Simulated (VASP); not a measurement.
CdTe:

```
Cd Te
1.0
     0.00000    3.20500    3.20500
     3.20500    0.00000    3.20500
     3.20500    3.20500    0.00000
Cd Te
1 1
Direct
  0.00000 0.00000 0.00000
  0.75000 0.75000 0.75000
```

| Quantity | Value |
| --- | --- |
| Program | VASP 6.6.1 |
| Task | relaxation of cell and atoms |
| Functional | PBE |
| Potentials or basis | VASP PAW PBE potentials, release 64 (Cd, Te) |
| Cutoff | 600 eV |
| k mesh | 8 × 8 × 8 |
| Occupations | gaussian, width 0.02 eV |
| Spin | no spin polarisation |

At the start: pressure 4.4 GPa; volume 32.92 Å³/atom.

Q: Where does the relaxation end?

A: Over 3 steps the energy falls by 42.0 meV/atom and the volume is 36.30 Å³/atom (+10.3 %); space group F-43m (No. 216, to 0.05 Å).

The path:
| step | energy change (eV) | largest force (eV/Å) | pressure (GPa) | volume (Å³) |
| --- | --- | --- | --- | --- |
| 1 | 0.0000 | 0.0000 | 4.35 | 65.84 |
| 2 | -0.0777 | 0.0000 | -0.93 | 74.74 |
| 3 | -0.0840 | 0.0000 | 0.02 | 72.60 |

Final structure:
```
Cd Te
1.0
     0.00000    3.31114    3.31114
     3.31114    0.00000    3.31114
     3.31114    3.31114    0.00000
Cd Te
1 1
Cartesian
  0.0000 0.0000 0.0000
  4.9667 4.9667 4.9667
```

Caveat: the volume moved by +10 % from the deposited cell, more than functionals usually miss.
